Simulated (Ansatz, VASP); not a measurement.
# Two plane-wave programs on Li2S

```
Li S
1.0
     0.00000    2.85400    2.85400
     2.85400    0.00000    2.85400
     2.85400    2.85400    0.00000
Li S
2 1
Direct
  0.25000 0.25000 0.25000
  0.75000 0.75000 0.75000
  0.00000 0.00000 0.00000
```

Alike in both runs: task single point; functional PBEsol; k mesh 8 × 8 × 8; occupations gaussian, width 0.05 eV; no spin polarisation.

```csv
,VASP,Ansatz
version,VASP 6.6.1,Ansatz 0.2.0
potentials or method,"VASP PAW PBE potentials, release 64 (Li_sv, S), cutoff 750 eV","scalar-relativistic, plane waves, PAW"
valence electrons in the cell,12,12
```

```csv
,VASP,Ansatz,Ansatz less VASP
gap on the k mesh at the Fermi level (eV),3.22,3.22,0.000
least direct gap on the mesh (eV),4.07,4.07,-0.003
pressure (GPa),-1.2,-1.1,+0.07
```

VASP's potentials were made for PBE, not for PBEsol. With one functional, cell and mesh, what is left measures potentials, basis and numerics.
